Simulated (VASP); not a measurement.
A run of VASP 6.6.1 is set up as follows.

INCAR

```
PREC = Accurate
ENCUT = 600
EDIFF = 1E-6
ISMEAR = -4
SIGMA = 0.1
LREAL = False
LASPH = True
NELM = 120
ALGO = Normal
ISIF = 2
LWAVE = False
LCHARG = False
GGA = CA
NBANDS = 11
GGA_COMPAT = False
```

The input KPOINTS:

```
regular mesh
0
Gamma
  6 6 6
```

POSCAR

```
MgS
1.0
    0.0000000000      2.6043975556      2.6043975556
    2.6043975556      0.0000000000      2.6043975556
    2.6043975556      2.6043975556      0.0000000000
Mg S
1 1
Direct
    0.0000000000      0.0000000000      0.0000000000
    0.5000000000      0.5000000000      0.5000000000
```

Potentials or basis: VASP PAW LDA potentials, release 64 (Mg, S).

Command:

```bash
$ cat potpaw_LDA.64/Mg/POTCAR potpaw_LDA.64/S/POTCAR > POTCAR
$ mpirun -np 1 vasp_std > vasp.out
```

Problem. Estimate the band gap on the k mesh.

Solution. 2.55 eV, indirect (least direct gap 3.47 eV).

Problem. What does it give for the pressure?

Solution. -4.0 GPa.

A k mesh can miss the band edges. Expect the measured gap to be larger: semilocal functionals such as LDA lack the derivative discontinuity.
